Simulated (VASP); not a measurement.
# SrLiH3 (Pm-3m) in VASP: settings compared

Aim: see how the results for SrLiH3 move with the level of theory and the settings. Levels: r2SCAN+rVV10, r2SCAN, revPBE+D3(BJ), PBE. Tasks: single point, relaxation of cell and atoms.

Everything below comes from runs of VASP 6.6.1. Logs are shortened: lines on timing, memory, paths and dates and some standing lists are left out, and cuts for length are marked.

## (1) The cell of the first run

It takes space group Pm-3m (No. 221, cubic). The conventional cell has a = 4.640 Å, b = 4.640 Å, c = 4.640 Å, α = 90.00°, β = 90.00°, γ = 90.00°. Within 4.3 Å of Li (site symmetry m-3m) lie 12 H at 3.28 Å and 8 Sr at 4.02 Å. Sr (site symmetry m-3m) has 6 H at 2.32 Å within 3.1 Å. H (site symmetry 4/mmm) has 2 Sr at 2.32 Å within 3.1 Å.

## (2) Single point, r2SCAN+rVV10

Input file POSCAR:

```
SrLiH3
1.0
    4.6404003373      0.0000000000      0.0000000000
    0.0000000000      4.6404003373      0.0000000000
    0.0000000000      0.0000000000      4.6404003373
Li Sr H
1 1 3
Direct
    0.0000000000      0.0000000000      0.0000000000
    0.5000000000      0.5000000000      0.5000000000
    0.0000000000      0.5000000000      0.5000000000
    0.5000000000      0.0000000000      0.5000000000
    0.5000000000      0.5000000000      0.0000000000
```

Input file INCAR.step1:

```
PREC = Accurate
ENCUT = 520
ISMEAR = 0
SIGMA = 0.01
LREAL = False
LASPH = True
NELM = 80
NBANDS = 16
GGA = PE
ALGO = Normal
EDIFF = 1E-4
LWAVE = True
LCHARG = False
```

Input file INCAR.step2:

```
PREC = Accurate
ENCUT = 520
EDIFF = 1E-7
ISMEAR = 0
SIGMA = 0.01
LREAL = False
LASPH = True
NELM = 80
ALGO = Normal
ISIF = 2
LWAVE = False
LCHARG = False
METAGGA = R2SCAN
LMIXTAU = True
LUSE_VDW = True
IVDW_NL = 2
BPARAM = 11.95
CPARAM = 0.0093
NBANDS = 16
ISTART = 1
```

Input file KPOINTS:

```
Automatic mesh
0
Gamma
  4 4 4
```

Potentials or basis: VASP PAW PBE potentials, release 64 (Li_sv, Sr_sv, H).

Launch:

```sh
$ cat potpaw_PBE.64/Li_sv/POTCAR potpaw_PBE.64/Sr_sv/POTCAR potpaw_PBE.64/H/POTCAR > POTCAR
$ cp INCAR.step1 INCAR
$ mpirun -np 1 vasp_std > vasp.out
$ cp INCAR.step2 INCAR
$ mpirun -np 1 vasp_std > vasp.out
```

OUTCAR:

```text
PREC = Accurate
   ENCUT = 520
   EDIFF = 1E-7
   ISMEAR = 0
   LREAL = False
   LASPH = True
   NELM = 80
   ISIF = 2
   METAGGA = R2SCAN
   IVDW_NL = 2
   BPARAM = 11.95
   ISTART = 1

 ion  position               nearest neighbor table
   1  0.000  0.000  0.000-
   2  0.500  0.500  0.500-   3 2.32   4 2.32   5 2.32   5 2.32   4 2.32   3 2.32
   3  0.000  0.500  0.500-   2 2.32   2 2.32
   4  0.500  0.000  0.500-   2 2.32   2 2.32
   5  0.500  0.500  0.000-   2 2.32   2 2.32

  LATTYP: Found a simple cubic cell.
 ALAT       =     4.6404003373

  Lattice vectors:

 A1 = (   4.6404003373,   0.0000000000,   0.0000000000)
 A2 = (   0.0000000000,   4.6404003373,   0.0000000000)
 A3 = (   0.0000000000,   0.0000000000,   4.6404003373)

Analysis of symmetry for initial positions (statically):
=====================================================================
 Subroutine PRICEL returns:
 Original cell was already a primitive cell.

 Routine SETGRP: Setting up the symmetry group for a
 simple cubic supercell.

 Subroutine GETGRP returns: Found 48 space group operations
 (whereof 48 operations were pure point group operations)
 out of a pool of 48 trial point group operations.

The static configuration has the point symmetry O_h .

Analysis of symmetry for dynamics (positions and initial velocities):
=====================================================================
 Subroutine PRICEL returns:
 Original cell was already a primitive cell.

 Routine SETGRP: Setting up the symmetry group for a
 simple cubic supercell.

 Subroutine GETGRP returns: Found 48 space group operations
 (whereof 48 operations were pure point group operations)
 out of a pool of 48 trial point group operations.

The dynamic configuration has the point symmetry O_h .

 Subroutine INISYM returns: Found 48 space group operations
 (whereof 48 operations are pure point group operations),
 and found     1 'primitive' translations

----------------------------------------------------------------------------------------

                                     Primitive cell

  volume of cell :      99.9232

  direct lattice vectors                    reciprocal lattice vectors
     4.640400337  0.000000000  0.000000000     0.215498648  0.000000000  0.000000000
     0.000000000  4.640400337  0.000000000     0.000000000  0.215498648  0.000000000
     0.000000000  0.000000000  4.640400337     0.000000000  0.000000000  0.215498648

  length of vectors
     4.640400337  4.640400337  4.640400337     0.215498648  0.215498648  0.215498648

  position of ions in fractional coordinates (direct lattice)
     0.000000000  0.000000000  0.000000000
     0.500000000  0.500000000  0.500000000
     0.000000000  0.500000000  0.500000000
     0.500000000  0.000000000  0.500000000
     0.500000000  0.500000000  0.000000000

  ion indices of the primitive-cell ions
   primitive index   ion index
                 1           1
                 2           2
                 3           3
                 4           4
                 5           5

----------------------------------------------------------------------------------------

 KPOINTS: Automatic mesh

Automatic generation of k-mesh.
 Grid dimensions read from file:
 generate k-points for:    4    4    4

 Generating k-lattice:

  Cartesian coordinates                     Fractional coordinates (reciprocal lattice)
     0.053874662  0.000000000  0.000000000     0.250000000  0.000000000  0.000000000
     0.000000000  0.053874662  0.000000000     0.000000000  0.250000000  0.000000000
     0.000000000  0.000000000  0.053874662     0.000000000  0.000000000  0.250000000

  Length of vectors
     0.053874662  0.053874662  0.053874662

  Shift w.r.t. Gamma in fractional coordinates (k-lattice)
     0.000000000  0.000000000  0.000000000

 Subroutine IBZKPT returns following result:
 ===========================================

 Found     10 irreducible k-points:

 Following reciprocal coordinates:
            Coordinates               Weight
  0.000000  0.000000  0.000000      1.000000
  0.250000  0.000000  0.000000      6.000000
  0.500000  0.000000  0.000000      3.000000
  0.250000  0.250000  0.000000     12.000000
  0.500000  0.250000  0.000000     12.000000
  0.500000  0.500000  0.000000      3.000000
  0.250000  0.250000  0.250000      8.000000
  0.500000  0.250000  0.250000     12.000000
  0.500000  0.500000  0.250000      6.000000
  0.500000  0.500000  0.500000      1.000000
   k-points           NKPTS =     10   k-points in BZ     NKDIM =     10   number of bands    NBANDS=     16
   number of dos      NEDOS =    301   number of ions     NIONS =      5
   total plane-waves  NPLWV =  46656
   dimension x,y,z NGX =    36 NGY =   36 NGZ =   36
   dimension x,y,z NGXF=    72 NGYF=   72 NGZF=   72
   ions per type =               1   1   3
   NGX,Y,Z   is equivalent  to a cutoff of  12.90, 12.90, 12.90 a.u.
   NGXF,Y,Z  is equivalent  to a cutoff of  25.79, 25.79, 25.79 a.u.
 SYSTEM =  unknown system
   PREC   = accura    normal or accurate (medium, high low for compatibility)
   ISTART =      1    job   : 0-new  1-cont  2-samecut
   ICHARG =      0    charge: 1-file 2-atom 10-const
   ISPIN  =      1    spin polarized calculation?
   LNONCOLLINEAR =      F non collinear calculations
   LSORBIT =      F    spin-orbit coupling
   LASPH  =      T    aspherical Exc in radial PAW
   ENCUT  =  520.0 eV  38.22 Ry    6.18 a.u.   8.63  8.63  8.63*2*pi/ulx,y,z
   NELM   =     80;   NELMIN=  2; NELMDL=  0     # of ELM steps
   EDIFF  = 0.1E-06   stopping-criterion for ELM
   LREAL  =      F    real-space projection
   EDIFFG = 0.1E-05   stopping-criterion for IOM
   NSW    =      0    number of steps for IOM
   IBRION =     -1    ionic relax: 0-MD 1-quasi-New 2-CG
   NFREE  =      0    steps in history (QN), initial steepest desc. (CG)
   ISIF   =      2    stress and relaxation
   ISYM   =      2    0-nonsym 1-usesym 2-fastsym
   POTIM  = 0.5000    time-step for ionic-motion
   TEBEG  =    0.0;   TEEND  =   0.0 temperature during run
   PSTRESS=    0.0 pullay stress
   NELECT =      16.0000    total number of electrons
   NUPDOWN=      -1.0000    fix difference up-down
   EMIN   =  10.00;   EMAX   =-10.00  energy-range for DOS
   EFERMI =   0.00;   METHOD = LEGACY
   ISMEAR =     0;   SIGMA  =   0.01  broadening in eV -4-tet -1-fermi 0-gaus
   EFERMI_NEDOS =   21; number of points for ismear=-14 and -15
   IALGO  =     38    algorithm
   IMIX   =      4    mixing-type and parameters
     AMIX     =   0.40;   BMIX     =  1.00
     AMIX_MAG =   1.60;   BMIX_MAG =  1.00
  volume/ion in A,a.u.               =      19.98       134.86
  Fermi-wavevector in a.u.,A,eV,Ry     =   0.888981  1.679931 10.752522  0.790288
  Thomas-Fermi vector in A             =   2.010482
   LORBIT       =      0    0 simple, 1 ext, 2 COOP (PROOUT), +10 PAW based schemes
   METAGGA = R2SCAN    functional components
   LHFCALC =     F    Hartree Fock is set to
   AEXX    =    0.0000 exact exchange contribution
   IVDW_NL    =     2    kernel type
   BPARAM     =11.9500
   IVDW    =     0    specifies the selected vdW correction
   LEPSILON=     F    determine dielectric tensor
   LRPA    =     F    only Hartree local field effects (RPA)
 non-spin polarized calculation
 Gauss-broadening in eV      SIGMA  =   0.01
  energy-cutoff  :      520.00
  volume of cell :       99.92
 maximum number of plane-waves:      2730
 NGX is ok and might be reduce to    36
   NGX = 17   NGY = 17   NGZ = 17

 number of electron      15.9999999 magnetization

 Free energy of the ion-electron system (eV)
  ---------------------------------------------------
  ext. energy  EPLUGINS =         0.00000000
  ---------------------------------------------------
  free energy    TOTEN  =       -27.91921150 eV

  energy without entropy =      -27.91921150  energy(sigma->0) =      -27.91921150

 E-fermi :  -1.5677     XC(G=0):  -7.0218

 val. band max:       -1.7533333813   @ k =   0.5000   0.5000   0.5000
 cond. band min:       0.5556844267   @ k =   0.5000   0.5000   0.0000
 fundamental gap:      2.3090178079
 Fermi energy:        -1.5676893113

 k-point     1 :       0.0000    0.0000    0.0000
  band No.  band energies     occupation
      1     -50.7454      2.00000
      2     -35.6560      2.00000
      3     -17.0936      2.00000
      4     -17.0936      2.00000
      5     -17.0936      2.00000
      6      -4.8193      2.00000
[... 8 lines left out ...]
     15       5.8921      0.00000
     16       8.7018      0.00000

 k-point     2 :       0.2500    0.0000    0.0000
  band No.  band energies     occupation
      1     -50.7453      2.00000
      2     -35.6545      2.00000
      3     -17.1514      2.00000
      4     -17.0911      2.00000
      5     -17.0911      2.00000
      6      -4.4442      2.00000
[... 8 lines left out ...]
     15       6.2460      0.00000
     16       6.9920      0.00000

 k-point     3 :       0.5000    0.0000    0.0000
  band No.  band energies     occupation
      1     -50.7454      2.00000
      2     -35.6530      2.00000
      3     -17.2079      2.00000
      4     -17.0886      2.00000
      5     -17.0886      2.00000
      6      -3.9834      2.00000
[... 8 lines left out ...]
     15       6.5000      0.00000
     16       7.0216      0.00000

 k-point     4 :       0.2500    0.2500    0.0000
  band No.  band energies     occupation
      1     -50.7453      2.00000
      2     -35.6530      2.00000
      3     -17.1491      2.00000
      4     -17.1478      2.00000
      5     -17.0887      2.00000
      6      -4.0477      2.00000
[... 8 lines left out ...]
     15       7.2331      0.00000
     16       7.7563      0.00000
[... 58 lines left out ...]
 k-point     8 :       0.5000    0.2500    0.2500
  band No.  band energies     occupation
      1     -50.7453      2.00000
      2     -35.6501      2.00000
      3     -17.2013      2.00000
      4     -17.1433      2.00000
      5     -17.1421      2.00000
      6      -3.0721      2.00000
[... 8 lines left out ...]
     15       6.8180      0.00000
     16       7.0864      0.00000

 k-point     9 :       0.5000    0.5000    0.2500
  band No.  band energies     occupation
      1     -50.7453      2.00000
      2     -35.6486      2.00000
      3     -17.1980      2.00000
      4     -17.1980      2.00000
      5     -17.1399      2.00000
      6      -2.4969      2.00000
[... 8 lines left out ...]
     15       6.8134      0.00000
     16       6.8134      0.00000

 k-point    10 :       0.5000    0.5000    0.5000
  band No.  band energies     occupation
      1     -50.7452      2.00000
      2     -35.6472      2.00000
      3     -17.1947      2.00000
      4     -17.1947      2.00000
      5     -17.1947      2.00000
      6      -1.7533      2.00000
[... 8 lines left out ...]
     15       6.1446      0.00000
     16       8.2202      0.00000

------------------------ aborting loop because EDIFF is reached ----------------------------------------

  FORCE on cell =-STRESS in cart. coord.  units (eV):
  Direction    XX          YY          ZZ          XY          YZ          ZX
  --------------------------------------------------------------------------------------
  -------------------------------------------------------------------------------------
  Total       -0.0409778     -0.0409778     -0.0409778      0.0000000     -0.0000000      0.0000000
  in kB       -0.6570419     -0.6570419     -0.6570419      0.0000000     -0.0000000      0.0000000
  external PRESSURE =      -0.6570419 kB  Pullay stress =       0.0000000 kB

 VOLUME and BASIS-vectors are now :
 -----------------------------------------------------------------------------
  energy-cutoff  :      520.00
  volume of cell :       99.92
      direct lattice vectors                 reciprocal lattice vectors
     4.640400337  0.000000000  0.000000000     0.215498648  0.000000000  0.000000000
     0.000000000  4.640400337  0.000000000     0.000000000  0.215498648  0.000000000
     0.000000000  0.000000000  4.640400337     0.000000000  0.000000000  0.215498648

 POSITION                                       TOTAL-FORCE (eV/Angst)
 -----------------------------------------------------------------------------------
      0.00000      0.00000      0.00000         0.000000      0.000000      0.000000
      2.32020      2.32020      2.32020         0.000000      0.000000      0.000000
      0.00000      2.32020      2.32020         0.000000      0.000000      0.000000
      2.32020      0.00000      2.32020         0.000000      0.000000      0.000000
      2.32020      2.32020      0.00000         0.000000      0.000000      0.000000
 -----------------------------------------------------------------------------------
    total drift:                                0.000000      0.000000      0.000000

  FREE ENERGIE OF THE ION-ELECTRON SYSTEM (eV)
  ---------------------------------------------------
  free  energy   TOTEN  =       -27.9192114984 eV

  energy  without entropy=      -27.9192114984  energy(sigma->0) =      -27.91921150
```

Wall time 3 min (1 thread of AMD EPYC 7R13, shared host); peak memory 0.41 GiB.

Results:

```yaml
Free_energy: -27.9192 eV
Band_gap_on_the_k_mesh: 2.31 eV (least direct gap 2.71 eV)
```

Caveat: the cutoff is under 1.25 times the usual one of these potentials, so pressure, stress and relaxed cells hold a basis-set (Pulay) error; the PAW data sets were made with another functional, which shifts forces and pressure a little. A k mesh can miss the band edges.

## (3) Single point, r2SCAN

This run uses another cell than the first one, of 20.16 Å³/atom.

Edit POSCAR of step 2 so:

```diff
@@ -2,5 +2,5 @@
 1.0
-    4.6404003373      0.0000000000      0.0000000000
-    0.0000000000      4.6404003373      0.0000000000
-    0.0000000000      0.0000000000      4.6404003373
+    4.6538481711      0.0000000000      0.0000000000
+    0.0000000000      4.6538481711      0.0000000000
+    0.0000000000      0.0000000000      4.6538481711
 Li Sr H
```

Input file INCAR.step1:

```
SYSTEM = SrLiH3
PREC = Accurate ; ENCUT = 520
ISMEAR = 0 ; SIGMA = 0.01
LREAL = .FALSE. ; LASPH = .TRUE.
NELM = 100 ; NBANDS = 16
GGA = PE ; ALGO = Normal
EDIFF = 1E-4 ; LWAVE = .TRUE.
LCHARG = .FALSE.
```

Input file INCAR.step2:

```
SYSTEM = SrLiH3
PREC = Accurate ; ENCUT = 520
EDIFF = 1E-7 ; ISMEAR = 0
SIGMA = 0.01 ; LREAL = .FALSE.
LASPH = .TRUE. ; NELM = 100
ALGO = Normal ; ISIF = 2
LWAVE = .FALSE. ; LCHARG = .TRUE.
METAGGA = R2SCAN ; LMIXTAU = .TRUE.
LELF = .TRUE. ; LVHAR = .TRUE.
NBANDS = 16 ; ISTART = 1
```

Input file KPOINTS:

```
regular mesh
0
G
  4 4 4
  0 0 0
```

Potentials or basis: VASP PAW PBE potentials, release 64 (Li_sv, Sr_sv, H).

Launch:

```sh
$ cat potpaw_PBE.64/Li_sv/POTCAR potpaw_PBE.64/Sr_sv/POTCAR potpaw_PBE.64/H/POTCAR > POTCAR
$ cp INCAR.step1 INCAR
$ mpirun -np 1 vasp_std > vasp.out
$ cp INCAR.step2 INCAR
$ mpirun -np 1 vasp_std > vasp.out
```

It took 72 s on 1 thread of AMD EPYC 7R13, shared host; peak memory 0.23 GiB.

It converged, with:

```
Free energy            : -28.3945 eV
Band gap on the k mesh : 2.37 eV (least direct gap 2.76 eV)
```

Levels at points of the mesh, in eV from the valence-band top:
```csv
k point,band 5,band 6,band 7,band 8,band 9,band 10,band 11,band 12
"(0.00, 0.00, 0.00)",-15.37,-3.02,-0.88,-0.88,5.80,5.80,5.80,6.03
"(0.50, 0.00, 0.00)",-15.37,-2.19,-0.78,-0.74,4.52,5.25,5.25,6.77
"(0.50, 0.50, 0.00)",-15.36,-1.32,-0.39,-0.39,2.37,5.73,5.73,6.21
"(0.50, 0.50, 0.50)",-15.47,0.00,0.00,0.00,2.93,2.93,2.93,5.31
```

Caveat: the cutoff is under 1.25 times the usual one of these potentials, so pressure, stress and relaxed cells hold a basis-set (Pulay) error; the PAW data sets were made with another functional, which shifts forces and pressure a little. A k mesh can miss the band edges.

[end of part 1 of 2]
